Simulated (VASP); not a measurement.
Input of a VASP 6.6.1 run:

The input INCAR:

```
SYSTEM = SnSe
ALGO = Normal ; EDIFF = 1E-6
ENCUT = 500 ; GGA = CA
GGA_COMPAT = .False. ; ISIF = 2
ISMEAR = 1 ; LASPH = .True.
LCHARG = .False. ; LREAL = .False.
LWAVE = .False. ; NBANDS = 17
NELM = 120 ; PREC = Accurate
SIGMA = 0.02
```

KPOINTS

```
k-points
0
Gamma
  6 6 6
  0 0 0
```

POSCAR

```
SnSe
1.0
    0.0000000000      3.0100000000      3.0100000000
    3.0100000000      0.0000000000      3.0100000000
    3.0100000000      3.0100000000      0.0000000000
Sn Se
1 1
Direct
    0.0000000000      0.0000000000      0.0000000000
    0.5000000000      0.5000000000      0.5000000000
```

Potentials or basis: VASP PAW LDA potentials, release 64 (Sn_d, Se).

Run with:

```console
$ cat potpaw_LDA.64/Sn_d/POTCAR potpaw_LDA.64/Se/POTCAR > POTCAR
$ mpirun -np 1 vasp_std > vasp.out
```

Task: What does it give for the band gap on the k mesh?

Result: 0.62 eV.

Task: Predict the pressure.

Result: -3.6 GPa.

Caveat: the cell stands under tension; spin-orbit coupling is left out, which moves the levels of the heavy elements. A k mesh can miss the band edges.
